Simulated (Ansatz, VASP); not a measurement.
## One calculation of Rb2CoO2, two programs

```
CELL_PARAMETERS angstrom
0.00000 4.22926 0.00000
4.22926 0.00000 0.00000
2.11463 2.11463 -6.67281
ATOMIC_POSITIONS crystal
Rb 0.34510 0.34510 0.30980
Rb 0.65490 0.65490 0.69020
O 0.12730 0.12730 0.74540
O 0.87270 0.87270 0.25460
Co 0.00000 0.00000 0.00000
```

Alike in both runs: task single point; functional PBE; k mesh 5 × 5 × 5; occupations fermi-dirac, width 0.01 eV; no spin polarisation.

|  | VASP | Ansatz |
| --- | --- | --- |
| version | VASP 6.6.1 | Ansatz 0.2.0 |
| potentials or method | VASP PAW PBE potentials, release 64 (Rb_sv, O, Co), cutoff 520 eV | PAW plane waves |
| valence electrons in the cell | 39 | 47 |

|  | VASP | Ansatz | Ansatz less VASP |
| --- | --- | --- | --- |
| gap on the k mesh at the Fermi level (eV) | none | none | - |
| pressure (GPa) | -1.4 | -1.3 | +0.05 |
| traceless stress, the component that is largest in VASP (GPa) | -2.58 | -2.58 | 0.000 |
| rms of the force components (eV/Å) | 0.287 | 0.284 | -0.0028 |

Atom by atom the forces differ by 0.003 eV/Å (rms over components). A gap of «none» marks a metal or a gap that the smearing closes. VASP's potentials hold 39 valence electrons a cell and Ansatz's 47, so a difference there can come from the potentials and not from the codes.
